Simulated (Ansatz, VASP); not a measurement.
**GeBiBr5 in VASP and in Ansatz**

```
Ge Bi Br
1.0
     4.99767    0.00000    0.00000
     0.00000    4.99767    0.00000
     0.00000    0.00000    8.00577
Ge Bi Br
1 1 5
Direct
  0.50000 0.50000 0.00000
  0.00000 0.00000 0.50000
  0.00000 0.50000 0.28027
  0.00000 0.50000 0.71973
  0.50000 0.00000 0.28027
  0.50000 0.00000 0.71973
  0.00000 0.00000 0.00000
```

Change from the starting cell: species swapped into the TlSiPt5 type (P4/mmm, No. 123).

Alike in both runs: functional PBE; k mesh 6 × 6 × 4; occupations gaussian, width 0.02 eV; no spin polarisation.

Ansatz relaxed the structure, and its values are those at the end. VASP's run is a single point on that final structure, the one shown.

|  | VASP | Ansatz |
| --- | --- | --- |
| version | VASP 6.6.1 | Ansatz 0.2.0 |
| potentials or method | VASP PAW PBE potentials, release 64 (Ge_d, Bi_d, Br), cutoff 520 eV | scalar-relativistic, plane waves, PAW |
| valence electrons in the cell | 64 | 64 |

```csv
,VASP,Ansatz,Ansatz less VASP
gap on the k mesh at the Fermi level (eV),0.77,0.77,-0.001
least direct gap on the mesh (eV),1.06,1.06,+0.001
pressure (GPa),0.0,0.0,+0.01
```

Neither program's run includes spin-orbit coupling.
